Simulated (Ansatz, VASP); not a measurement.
# Two plane-wave programs on Ca2Pd

```xyz
3
Lattice="0.0000 3.4778 3.4778 3.4778 0.0000 3.4778 3.4778 3.4778 0.0000" Properties=species:S:1:pos:R:3 pbc="T T T"
Pd    0.0000    0.0000    0.0000
Ca    1.7389    1.7389    1.7389
Ca    5.2167    5.2167    5.2167
```

Alike in both runs: task single point; functional PBEsol; k mesh 9 × 9 × 9; occupations fermi-dirac, width 0.05 eV; no spin polarisation.

|  | VASP | Ansatz |
| --- | --- | --- |
| version | VASP 6.6.1 | Ansatz 0.2.0 |
| potentials or method | VASP PAW PBE potentials, release 64 (Pd, Ca_sv) | PAW with Ansatz's default frozen-core files, scalar-relativistic |
| plane-wave cutoff (eV) | 500 | 420 |
| valence electrons in the cell | 30 | 38 |

|  | VASP | Ansatz | Ansatz less VASP |
| --- | --- | --- | --- |
| pressure (GPa) | 0.1 | 0.0 | -0.05 |

VASP's potentials were made for PBE, not for PBEsol. VASP's potentials hold 30 valence electrons a cell and Ansatz's 38, so a difference there can come from the potentials and not from the codes.
